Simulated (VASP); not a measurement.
# CdS (P3m1) in VASP: a series of runs, part 3 of 3

VASP 6.6.1. Earlier steps stand in the parts before.

**6. Vibrations by perturbation theory, PBE**

Input file INCAR:

```
SYSTEM = CdS
PREC     = Accurate       ! precision mode
ENCUT    = 630            ! plane-wave cutoff, eV
EDIFF    = 1E-8           ! SCF threshold, eV
ISMEAR   = 0              ! smearing method
SIGMA    = 0.01           ! smearing width, eV
LREAL    = .False.        ! projectors in reciprocal space
LASPH    = .True.         ! aspherical terms in the spheres
NELM     = 120            ! most SCF steps
ALGO     = Normal         ! electronic algorithm
ISIF     = 2              ! what is computed and relaxed
LWAVE    = .False.        ! write WAVECAR
LCHARG   = .True.         ! write CHGCAR
GGA      = PE             ! functional
NBANDS   = 20             ! bands
IBRION   = 8              ! ionic algorithm
NSW      = 1              ! ionic steps
LEPSILON = .True.         ! dielectric tensor by DFPT
GGA_COMPAT= .False.
```

Input file KPOINTS:

```
Automatic mesh
0
Gamma
  5 5 4
  0 0 0
```

Input file POSCAR:

```
CdS
1.0
    4.2611695877      0.0000000000      0.0000000000
   -2.1305847939      3.6902811128      0.0000000000
    0.0000000000      0.0000000000      5.8041729400
Cd S
1 1
Direct
    0.0000000000      0.0000000000      0.4426919200
    0.6666666667      0.3333333333      0.4343080800
```

Potentials or basis: VASP PAW PBE potentials, release 64 (Cd_sv_GW, S).

Launch:

```
$ cat potpaw_PBE.64/Cd_sv_GW/POTCAR potpaw_PBE.64/S/POTCAR > POTCAR
$ mpirun -np 1 vasp_std > vasp.out
```

OUTCAR:

```text
SYSTEM = CdS
   PREC = Accurate
   ENCUT = 630
   EDIFF = 1E-8
   ISMEAR = 0
   LREAL = .False.
   LASPH = .True.
   NELM = 120
   ISIF = 2
   GGA = PE
   IBRION = 8
   NSW = 1
   LEPSILON = .True.

 ion  position               nearest neighbor table
   1  0.000  0.000  0.443-   2 2.46   2 2.46   2 2.46
   2  0.667  0.333  0.434-   1 2.46   1 2.46   1 2.46

  LATTYP: Found a hexagonal cell.
 ALAT       =     4.2611695877
 C/A-ratio  =     1.3621079426

  Lattice vectors:

 A1 = (   4.2611695877,   0.0000000000,   0.0000000000)
 A2 = (  -2.1305847939,   3.6902811128,   0.0000000000)
 A3 = (   0.0000000000,   0.0000000000,   5.8041729400)

Analysis of symmetry for initial positions (statically):
=====================================================================
 Subroutine PRICEL returns:
 Original cell was already a primitive cell.

 Routine SETGRP: Setting up the symmetry group for a
 hexagonal supercell.

 Subroutine GETGRP returns: Found  6 space group operations
 (whereof  6 operations were pure point group operations)
 out of a pool of 24 trial point group operations.

The static configuration has the point symmetry C_3v.

Analysis of symmetry for dynamics (positions and initial velocities):
=====================================================================
 Subroutine PRICEL returns:
 Original cell was already a primitive cell.

 Routine SETGRP: Setting up the symmetry group for a
 hexagonal supercell.

 Subroutine GETGRP returns: Found  6 space group operations
 (whereof  6 operations were pure point group operations)
 out of a pool of 24 trial point group operations.

The dynamic configuration has the point symmetry C_3v.

 Subroutine INISYM returns: Found  6 space group operations
 (whereof  6 operations are pure point group operations),
 and found     1 'primitive' translations

----------------------------------------------------------------------------------------

                                     Primitive cell

  volume of cell :      91.2701

  direct lattice vectors                    reciprocal lattice vectors
     4.261169588  0.000000000  0.000000000     0.234677353  0.135491033  0.000000000
    -2.130584794  3.690281113  0.000000000     0.000000000  0.270982066  0.000000000
     0.000000000  0.000000000  5.804172940     0.000000000  0.000000000  0.172289835

  length of vectors
     4.261169588  4.261169588  5.804172940     0.270982066  0.270982066  0.172289835

  position of ions in fractional coordinates (direct lattice)
[... 585 lines left out ...]

------------------------ aborting loop because EDIFF is reached ----------------------------------------

--------------------------------------- Ionic step        7  -------------------------------------------

------------------------ aborting loop because EDIFF is reached ----------------------------------------

[... ionic steps 8 to 8 ...]

--------------------------------------- Ionic step        9  -------------------------------------------

 Free energy of the ion-electron system (eV)
  ---------------------------------------------------
  ---------------------------------------------------
  free energy    TOTEN  =        -0.11891615 eV

  energy without entropy =       -0.11891615

------------------------ aborting loop because EDIFF is reached ----------------------------------------

 INTERNAL STRAIN TENSOR  FOR ION    2  DIRECTION 3   (eV/Angst):
 -----------------------------------------------------------------------------
     0.34730 -0.00000  0.00000
    -0.00000  0.34730  0.00000
     0.00000  0.00000  0.04477

 MACROSCOPIC STATIC DIELECTRIC TENSOR (including local field effects in DFT)
 ------------------------------------------------------
           7.071613    -0.000000     0.000000
          -0.000000     7.071613    -0.000000
           0.000000     0.000000     1.853962
 ------------------------------------------------------

 PIEZOELECTRIC TENSOR (including local field effects)  for field in x, y, z        (e  Angst)
          XX          YY          ZZ          XY          YZ          ZX
  --------------------------------------------------------------------------------
  x     0.00000    -0.00000    -0.00000    -2.37168    -0.00000     0.12183
  y    -2.37168     2.37168    -0.00000    -0.00000     0.12182    -0.00000
  z     0.00683     0.00683    -0.00953    -0.00000     0.00000     0.00000

 PIEZOELECTRIC TENSOR (including local field effects)  for field in x, y, z        (C/m^2)
          XX          YY          ZZ          XY          YZ          ZX
  --------------------------------------------------------------------------------
  x     0.00000    -0.00000    -0.00000    -0.41633    -0.00000     0.02139
  y    -0.41633     0.41633    -0.00000    -0.00000     0.02139    -0.00000
  z     0.00120     0.00120    -0.00167    -0.00000     0.00000     0.00000

 BORN EFFECTIVE CHARGES (including local field effects) (in |e|, cummulative output)
 ---------------------------------------------------------------------------------
 ion    1
    1     3.07387    -0.00000     0.00000
    2    -0.00000     3.07387     0.00000
    3     0.00000     0.00000     0.46221
 ion    2
    1    -3.07387     0.00000     0.00000
    2     0.00000    -3.07387     0.00000
    3    -0.00000    -0.00000    -0.46221

 INTERNAL STRAIN TENSOR FOR ION    2 for displacements in x,y,z  (eV/Angst):
          X           Y           Z          XY          YZ          ZX
  --------------------------------------------------------------------------------
  x     0.00000    -0.00000    -0.00000    -7.93148    -0.00000     0.40860
  y    -7.93148     7.93148     0.00000    -0.00000     0.31865    -0.00000
  z     0.34730     0.34730     0.04477    -0.00000     0.00000     0.00000

 SECOND DERIVATIVES (NOT SYMMETRIZED)
 ------------------------------------
               1X          1Y          1Z          2X          2Y          2Z
  1X    -7.231407    0.000000   -0.000000    7.231407   -0.000000    0.000000
  1Y     0.000000   -7.231407    0.000000   -0.000000    7.231407    0.000000
  1Z     0.000000    0.000000   -0.130224    0.000000    0.000000    0.130224
  2X     7.336007   -0.000000    0.000000   -7.336007    0.000000   -0.000000
  2Y    -0.000000    7.336007    0.000000    0.000000   -7.336007    0.000000
  2Z    -0.000000    0.000000    0.096957    0.000000    0.000000   -0.096957

 Eigenvectors and eigenvalues of the dynamical matrix
 ----------------------------------------------------

   1 f  =    8.463828 THz    53.179797 2PiTHz  282.322901 cm-1    35.003563 meV
             X         Y         Z           dx          dy          dz
      0.000000  0.000000  2.569460    -0.268918    0.383619    0.000000
      2.130585  1.230094  2.520799     0.507124   -0.723426   -0.000000
[... 21 lines left out ...]
   6 f/i=    0.066829 THz     0.419899 2PiTHz    2.229178 cm-1     0.276383 meV
             X         Y         Z           dx          dy          dz
      0.000000  0.000000  2.569460     0.000000    0.000000    0.849155
      2.130585  1.230094  2.520799     0.000000    0.000000    0.528143

--------------------------------------------------------------------------------------------------------

 MACROSCOPIC STATIC DIELECTRIC TENSOR IONIC CONTRIBUTION
 ------------------------------------------------------
           2.571839    -0.000000     0.000000
          -0.000000     2.571839     0.000000
           0.000000     0.000000     3.689518
 ------------------------------------------------------

 ELASTIC MODULI CONTR FROM IONIC RELAXATION (kBar)
 Direction    XX          YY          ZZ          XY          YZ          ZX
 --------------------------------------------------------------------------------
 XX        -180.1835    143.2812     -2.0040      0.0000      7.1690     -0.0000
 YY         143.2812   -180.1835     -2.0040      0.0000     -7.1690      0.0000
 ZZ          -2.0040     -2.0040     -0.2177      0.0000     -0.0000      0.0000
 XY           0.0000      0.0000      0.0000   -161.7323      0.0000      7.8166
 YZ           7.1690     -7.1690     -0.0000      0.0000     -0.3178      0.0000
 ZX          -0.0000      0.0000      0.0000      7.8166      0.0000     -0.3778
 --------------------------------------------------------------------------------

 PIEZOELECTRIC TENSOR IONIC CONTR  for field in x, y, z        (C/m^2)
          XX          YY          ZZ          XY          YZ          ZX
  --------------------------------------------------------------------------------
  x    -0.00000     0.00000     0.00000     0.60687     0.00000    -0.02933
  y     0.60687    -0.60687    -0.00000     0.00000    -0.02690     0.00000
  z    -0.24551    -0.24551    -0.02667     0.00000    -0.00000     0.00000
```

Wall time 25 min (1 thread of Intel Xeon Platinum 8259CL at 2.50GHz (Skylake/Cascade Lake), shared host); peak memory 0.54 GiB.

Results:

- Electronic dielectric tensor (diagonal): 7.07, 7.07, 1.85
- Born charges (mean of the diagonal): Cd +2.20; S -2.20 e
- Highest phonon frequency at Γ, LO-TO splitting left out: 282 cm⁻¹

Phonon frequencies in cm⁻¹ (negative: imaginary):
```
              q point          frequencies
(0.000, 0.000, 0.000)  -2 -1 -1 34 282 282
```

Electronic dielectric tensor:
```
7.07 0.00 0.00
0.00 7.07 0.00
0.00 0.00 1.85
```

Born effective charge tensors (e):
atom 1, Cd
```
3.07 0.00 0.00
0.00 3.07 0.00
0.00 0.00 0.46
```
atom 2, S
```
-3.07  0.00  0.00
 0.00 -3.07  0.00
 0.00  0.00 -0.46
```

**7. Overview**

| task | level | potentials or basis | k mesh | cutoff (eV) | gap on the mesh (eV) |
| --- | --- | --- | --- | --- | --- |
| vibrations by perturbation theory | PBEsol | VASP PAW PBE potentials, release 64 (Cd_sv_GW, S) | 5 × 5 × 4 | 630 | - |
| dielectric tensor | LDA | VASP PAW LDA potentials, release 64 (Cd_sv_GW, S) | 7 × 7 × 5 | 470 | 1.28 |
| vibrations by perturbation theory | LDA | VASP PAW LDA potentials, release 64 (Cd_sv_GW, S) | 5 × 5 × 4 | 630 | - |
| dielectric tensor | PBE | VASP PAW PBE potentials, release 64 (Cd_sv_GW, S) | 7 × 7 × 5 | 470 | 1.46 |
| vibrations by perturbation theory | PBE | VASP PAW PBE potentials, release 64 (Cd_sv_GW, S) | 5 × 5 × 4 | 630 | - |

Alike in all rows: no spin polarisation; cell as given; smearing gaussian 0.01 eV.

Caveats: the cell stands under pressure or tension, which shifts response properties (at least some runs).

Absolute energies hang on the potentials; compare differences alone.
